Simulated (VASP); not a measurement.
# SnTe (F-43m) in VASP: further runs, part 2 of 2

VASP 6.6.1.

### Step 5. Single point, PBE

This run uses another cell than the first one, of 46.99 Å³/atom, 0.998 times its volume.

INCAR reads:

```
  PREC = Accurate
  ENCUT = 520
  EDIFF = 1E-6
  ISMEAR = -1
  SIGMA = 0.05
  LREAL = False
  LASPH = True
  NELM = 100
  ALGO = Normal
  ISIF = 2
  LWAVE = False
  LCHARG = True
  GGA = PE
  LELF = True
  LVHAR = True
  NBANDS = 17
```

KPOINTS reads:

```
Automatic mesh
0
Gamma
  7 7 7
```

POSCAR reads:

```
SnTe
1.0
    0.0000000000      3.6086894146      3.6086894146
    3.6086894146      0.0000000000      3.6086894146
    3.6086894146      3.6086894146      0.0000000000
Te Sn
1 1
Direct
    0.2500000000      0.2500000000      0.2500000000
    0.0000000000      0.0000000000      0.0000000000
```

Potentials or basis: VASP PAW PBE potentials, release 64 (Te, Sn_d).

Started as:

```
$ cat potpaw_PBE.64/Te/POTCAR potpaw_PBE.64/Sn_d/POTCAR > POTCAR
$ mpirun -np 1 vasp_std > vasp.out
```

OUTCAR:

```text
PREC = Accurate
   ENCUT = 520
   EDIFF = 1E-6
   ISMEAR = -1
   LREAL = False
   LASPH = True
   NELM = 100
   ISIF = 2
   GGA = PE

 ion  position               nearest neighbor table
   1  0.250  0.250  0.250-   2 3.13   2 3.13   2 3.13   2 3.13
   2  0.000  0.000  0.000-   1 3.13   1 3.13   1 3.13   1 3.13

  LATTYP: Found a face centered cubic cell.
 ALAT       =     7.2173788292

  Lattice vectors:

 A1 = (   0.0000000000,   3.6086894146,   3.6086894146)
 A2 = (   3.6086894146,   0.0000000000,   3.6086894146)
 A3 = (   3.6086894146,   3.6086894146,   0.0000000000)

Analysis of symmetry for initial positions (statically):
=====================================================================
 Subroutine PRICEL returns:
 Original cell was already a primitive cell.

 Routine SETGRP: Setting up the symmetry group for a
 face centered cubic supercell.

 Subroutine GETGRP returns: Found 24 space group operations
 (whereof 24 operations were pure point group operations)
 out of a pool of 48 trial point group operations.

The static configuration has the point symmetry T_d .

Analysis of symmetry for dynamics (positions and initial velocities):
=====================================================================
 Subroutine PRICEL returns:
 Original cell was already a primitive cell.

 Routine SETGRP: Setting up the symmetry group for a
 face centered cubic supercell.

 Subroutine GETGRP returns: Found 24 space group operations
 (whereof 24 operations were pure point group operations)
 out of a pool of 48 trial point group operations.

The dynamic configuration has the point symmetry T_d .

 Subroutine INISYM returns: Found 24 space group operations
 (whereof 24 operations are pure point group operations),
 and found     1 'primitive' translations

----------------------------------------------------------------------------------------

                                     Primitive cell

  volume of cell :      93.9893

  direct lattice vectors                    reciprocal lattice vectors
     0.000000000  3.608689415  3.608689415    -0.138554456  0.138554456  0.138554456
     3.608689415  0.000000000  3.608689415     0.138554456 -0.138554456  0.138554456
     3.608689415  3.608689415  0.000000000     0.138554456  0.138554456 -0.138554456

  length of vectors
     5.103457513  5.103457513  5.103457513     0.239983358  0.239983358  0.239983358

  position of ions in fractional coordinates (direct lattice)
     0.250000000  0.250000000  0.250000000
     0.000000000  0.000000000  0.000000000

  ion indices of the primitive-cell ions
   primitive index   ion index
                 1           1
                 2           2

----------------------------------------------------------------------------------------

 KPOINTS: Automatic mesh

Automatic generation of k-mesh.
 Grid dimensions read from file:
 generate k-points for:    7    7    7

 Generating k-lattice:

  Cartesian coordinates                     Fractional coordinates (reciprocal lattice)
    -0.019793494  0.019793494  0.019793494     0.142857143  0.000000000  0.000000000
     0.019793494 -0.019793494  0.019793494     0.000000000  0.142857143  0.000000000
     0.019793494  0.019793494 -0.019793494     0.000000000  0.000000000  0.142857143

  Length of vectors
     0.034283337  0.034283337  0.034283337

  Shift w.r.t. Gamma in fractional coordinates (k-lattice)
     0.000000000  0.000000000  0.000000000

 Subroutine IBZKPT returns following result:
 ===========================================

 Found     20 irreducible k-points:

 Following reciprocal coordinates:
            Coordinates               Weight
  0.000000  0.000000  0.000000      1.000000
  0.142857  0.000000  0.000000      8.000000
  0.285714  0.000000  0.000000      8.000000
  0.428571  0.000000  0.000000      8.000000
  0.142857  0.142857  0.000000      6.000000
  0.285714  0.142857  0.000000     24.000000
[... 12 lines left out ...]
 -0.428571  0.428571  0.142857     24.000000
 -0.285714  0.428571  0.142857     24.000000
   k-points           NKPTS =     20   k-points in BZ     NKDIM =     20   number of bands    NBANDS=     17
   number of dos      NEDOS =    301   number of ions     NIONS =      2
   total plane-waves  NPLWV =  64000
   dimension x,y,z NGX =    40 NGY =   40 NGZ =   40
   dimension x,y,z NGXF=    80 NGYF=   80 NGZF=   80
   ions per type =               1   1
   NGX,Y,Z   is equivalent  to a cutoff of  13.03, 13.03, 13.03 a.u.
   NGXF,Y,Z  is equivalent  to a cutoff of  26.06, 26.06, 26.06 a.u.
 SYSTEM =  unknown system
   PREC   = accura    normal or accurate (medium, high low for compatibility)
   ISTART =      0    job   : 0-new  1-cont  2-samecut
   ICHARG =      2    charge: 1-file 2-atom 10-const
   ISPIN  =      1    spin polarized calculation?
   LNONCOLLINEAR =      F non collinear calculations
   LSORBIT =      F    spin-orbit coupling
   LASPH  =      T    aspherical Exc in radial PAW
   ENCUT  =  520.0 eV  38.22 Ry    6.18 a.u.   9.49  9.49  9.49*2*pi/ulx,y,z
   NELM   =    100;   NELMIN=  2; NELMDL= -5     # of ELM steps
   EDIFF  = 0.1E-05   stopping-criterion for ELM
   LREAL  =      F    real-space projection
   EDIFFG = 0.1E-04   stopping-criterion for IOM
   NSW    =      0    number of steps for IOM
   IBRION =     -1    ionic relax: 0-MD 1-quasi-New 2-CG
   NFREE  =      0    steps in history (QN), initial steepest desc. (CG)
   ISIF   =      2    stress and relaxation
   ISYM   =      2    0-nonsym 1-usesym 2-fastsym
   POTIM  = 0.5000    time-step for ionic-motion
   TEBEG  =    0.0;   TEEND  =   0.0 temperature during run
   PSTRESS=    0.0 pullay stress
   NELECT =      20.0000    total number of electrons
   NUPDOWN=      -1.0000    fix difference up-down
   EMIN   =  10.00;   EMAX   =-10.00  energy-range for DOS
   EFERMI =   0.00;   METHOD = LEGACY
   ISMEAR =    -1;   SIGMA  =   0.05  broadening in eV -4-tet -1-fermi 0-gaus
   EFERMI_NEDOS =   21; number of points for ismear=-14 and -15
   IALGO  =     38    algorithm
   IMIX   =      4    mixing-type and parameters
     AMIX     =   0.40;   BMIX     =  1.00
     AMIX_MAG =   1.60;   BMIX_MAG =  1.00
  volume/ion in A,a.u.               =      46.99       317.14
  Fermi-wavevector in a.u.,A,eV,Ry     =   0.977369  1.846960 12.996973  0.955251
  Thomas-Fermi vector in A             =   2.108061
   LORBIT       =      0    0 simple, 1 ext, 2 COOP (PROOUT), +10 PAW based schemes
   GGA     = PE    functional components
   LHFCALC =     F    Hartree Fock is set to
   AEXX    =    0.0000 exact exchange contribution
   IVDW    =     0    specifies the selected vdW correction
   LEPSILON=     F    determine dielectric tensor
   LRPA    =     F    only Hartree local field effects (RPA)
 non-spin polarized calculation
  energy-cutoff  :      520.00
  volume of cell :       93.99
 maximum number of plane-waves:      2637
 NGX is ok and might be reduce to    40
   NGX = 19   NGY = 19   NGZ = 19

 number of electron      20.0000000 magnetization

 Free energy of the ion-electron system (eV)
  ---------------------------------------------------
  ext. energy  EPLUGINS =         0.00000000
  ---------------------------------------------------
  free energy    TOTEN  =        -7.06504665 eV

  energy without entropy =       -7.06382355  energy(sigma->0) =       -7.06443510

 E-fermi :   3.2135     XC(G=0):  -7.4528

 val. band max:        3.0133390016   @ k =  -0.2857   0.4286   0.1429
 cond. band min:       3.3402619285   @ k =   0.4286   0.4286   0.0000
 fundamental gap:      0.3269229269
 Fermi energy:         3.2135395770

 k-point     1 :       0.0000    0.0000    0.0000
  band No.  band energies     occupation
      1     -18.6109      2.00000
      2     -18.6109      2.00000
      3     -18.6109      2.00000
      4     -18.6022      2.00000
      5     -18.6022      2.00000
      6      -8.3401      2.00000
[... 9 lines left out ...]
     16       9.6343      0.00000
     17      10.8093      0.00000
[... 361 lines left out ...]
 k-point    20 :      -0.2857    0.4286    0.1429
  band No.  band energies     occupation
      1     -18.6131      2.00000
      2     -18.6092      2.00000
      3     -18.6083      2.00000
      4     -18.6024      2.00000
      5     -18.6017      2.00000
      6      -7.5935      2.00000
[... 9 lines left out ...]
     16      10.5515      0.00000
     17      11.8708      0.00000

------------------------ aborting loop because EDIFF is reached ----------------------------------------

  FORCE on cell =-STRESS in cart. coord.  units (eV):
  Direction    XX          YY          ZZ          XY          YZ          ZX
  --------------------------------------------------------------------------------------
  -------------------------------------------------------------------------------------
  Total       -0.0097489     -0.0097489     -0.0097489      0.0000000      0.0000000     -0.0000000
  in kB       -0.1661833     -0.1661833     -0.1661833      0.0000000      0.0000000     -0.0000000
  external PRESSURE =      -0.1661833 kB  Pullay stress =       0.0000000 kB

 VOLUME and BASIS-vectors are now :
 -----------------------------------------------------------------------------
  energy-cutoff  :      520.00
  volume of cell :       93.99
      direct lattice vectors                 reciprocal lattice vectors
     0.000000000  3.608689415  3.608689415    -0.138554456  0.138554456  0.138554456
     3.608689415  0.000000000  3.608689415     0.138554456 -0.138554456  0.138554456
     3.608689415  3.608689415  0.000000000     0.138554456  0.138554456 -0.138554456

 POSITION                                       TOTAL-FORCE (eV/Angst)
 -----------------------------------------------------------------------------------
      1.80434      1.80434      1.80434         0.000000      0.000000      0.000000
      0.00000      0.00000      0.00000        -0.000000     -0.000000     -0.000000
 -----------------------------------------------------------------------------------
    total drift:                               -0.000000     -0.000000     -0.000000

  FREE ENERGIE OF THE ION-ELECTRON SYSTEM (eV)
  ---------------------------------------------------
  free  energy   TOTEN  =        -7.0650466478 eV

  energy  without entropy=       -7.0638235472  energy(sigma->0) =       -7.06443510
```

Wall time 43 s (1 thread of Intel Xeon Platinum 8488C (Sapphire Rapids), shared host); peak memory 0.24 GiB.

Results:

```yaml
Free_energy: -7.0650 eV
Pressure: 0.0 GPa
Band_gap_on_the_k_mesh: 0.33 eV, indirect (least direct gap 0.82 eV)
```

Caveat: spin-orbit coupling is left out, which moves the levels of the heavy elements. A k mesh can miss the band edges.

### Step 6. The runs side by side

| level | potentials or basis | cell | smearing | gap on the mesh (eV) | pressure (GPa) |
| --- | --- | --- | --- | --- | --- |
| RPBE | VASP PAW PBE potentials, release 64 (Te, Sn_d) | a = 5.107 Å, angles 60.0°, 2 atoms | gaussian 0.05 eV | 0.41 | 0.9 |
| LDA | VASP PAW LDA potentials, release 64 (Te, Sn_d) | a = 4.952 Å, angles 60.0°, 2 atoms | fermi-dirac 0.05 eV | - | 0.0 |
| PBEsol | VASP PAW PBE potentials, release 64 (Te, Sn_d) | a = 5.009 Å, angles 60.0°, 2 atoms | fermi-dirac 0.05 eV | 0.14 | 0.0 |
| PBE | VASP PAW PBE potentials, release 64 (Te, Sn_d) | a = 5.103 Å, angles 60.0°, 2 atoms | fermi-dirac 0.05 eV | 0.33 | 0.0 |

Alike in all rows: task single point; no spin polarisation; k mesh 7 × 7 × 7; cutoff (eV) 520.

Caveats: spin-orbit coupling is left out, which moves the levels of the heavy elements; the PAW data sets were made with another functional, which shifts forces and pressure a little (some runs).

Absolute energies hang on the potentials; compare differences alone.
